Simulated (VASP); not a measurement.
A run of VASP 6.6.1 is set up as follows.

Contents of INCAR:

```
SYSTEM = Al4BSbP2
ALGO     = Normal         ! electronic algorithm
EDIFF    = 1E-6           ! SCF threshold, eV
EDIFFG   = -0.01          ! ionic threshold
ENCUT    = 600            ! plane-wave cutoff, eV
GGA      = PE             ! functional
IBRION   = 2              ! ionic algorithm
ISIF     = 3              ! what is computed and relaxed
ISMEAR   = 0              ! smearing method
LASPH    = .True.         ! aspherical terms in the spheres
LCHARG   = .False.        ! write CHGCAR
LREAL    = .False.        ! projectors in reciprocal space
LWAVE    = .False.        ! write WAVECAR
NELM     = 80             ! most SCF steps
NSW      = 100            ! ionic steps
PREC     = Accurate       ! precision mode
SIGMA    = 0.1            ! smearing width, eV
```

KPOINTS

```
k-points
0
Gamma
  8 8 4
  0 0 0
```

POSCAR

```
Al4BSbP2
1.0
    4.0031855019      0.0000000000      0.0000000000
    0.0000000000      4.0031855019      0.0000000000
    0.0000000000      0.0000000000     10.5485521928
Al B Sb P
4 1 1 2
Direct
    0.0000000000      0.5000000000      0.0694488962
    0.5000000000      0.0000000000      0.9305511038
    0.5000000000      0.0000000000      0.3297770227
    0.0000000000      0.5000000000      0.6702229773
    0.0000000000      0.0000000000      0.0000000000
    0.0000000000      0.0000000000      0.5000000000
    0.5000000000      0.5000000000      0.7908021520
    0.5000000000      0.5000000000      0.2091978480
```

Potentials or basis: VASP PAW PBE potentials, release 64 (Al, B, Sb, P).

Command:

```bash
$ cat potpaw_PBE.64/Al/POTCAR potpaw_PBE.64/B/POTCAR potpaw_PBE.64/Sb/POTCAR potpaw_PBE.64/P/POTCAR > POTCAR
$ mpirun -np 1 vasp_std > vasp.out
```

(1) Estimate the space group after relaxing (to 0.1 Å).

(2) What does it give for the relaxed cell?

(3) Estimate the band gap on the k mesh.

(4) What does it give for the relaxed volume?

## Answers

(1) P-4m2 (No. 115).

(2) a = 3.990 Å, b = 3.990 Å, c = 10.554 Å, α = 90.00°, β = 90.00°, γ = 90.00°.

(3) zero (bands 15 and 16 overlap by 1.43 eV).

(4) 21.00 Å³/atom.

Caveat: spin-orbit coupling is left out, which moves the levels of the heavy elements.
